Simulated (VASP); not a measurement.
Runs of VASP 6.6.1 on CoO. The structure is that of space group Fm-3m (No. 225), or close to it. The cells are those of the table. 

```tsv
task	cell	cutoff (eV)	gap on the mesh (eV)	pressure (GPa)	moment (μB)
single point	a = 3.024 Å, angles 60.0°, 2 atoms	600	none	-13.1	2.96
single point	a = 3.074 Å, angles 60.0°, 2 atoms	600	none	-19.2	2.99
single point	a = 3.004 Å, angles 60.0°, 2 atoms	600	none	(d)	2.92
electric field gradients	a = 2.994 Å, angles 60.0°, 2 atoms	520	none	(a)	2.90
electric field gradients	a = 3.045, b = 3.045, c = 3.075 Å, angles 59.7, 59.7, 60.7°, 2 atoms	520	none	-16.7	(c)
electric field gradients	a = 3.054 Å, angles 60.0°, 2 atoms	520	none	-16.7	2.99
single point	a = 2.953 Å, angles 60.0°, 2 atoms	600	none	-2.1	2.72
single point	a = 3.034 Å, angles 60.0°, 2 atoms	600	none	-14.4	2.97
single point	a = 2.994 Å, angles 60.0°, 2 atoms	520	none	-8.5	2.89
single point	a = 2.974 Å, angles 60.0°, 2 atoms	520	none	-5.2	2.82
electric field gradients	a = 3.014 Å, angles 60.0°, 2 atoms	520	none	-11.2	(b)
```

Alike in all rows: level PBEsol; potentials or basis VASP PAW PBE potentials, release 64 (Co, O); spin collinear, ferromagnetic start; k mesh 16 × 16 × 16; smearing fermi-dirac 0.05 eV.

Question: Estimate the missing entries.

Answer: (a) -8.2; (b) 2.95; (c) 2.98; (d) -10.2.

Caveats: the PAW data sets were made with another functional, which shifts forces and pressure a little; a cell with one magnetic atom can't hold antiferromagnetic order, which such compounds often take; semilocal functionals often make such compounds metallic where correlation or magnetic order opens a gap, which also shifts bond lengths.

A gap of «none» marks levels without a gap at the run's occupations.
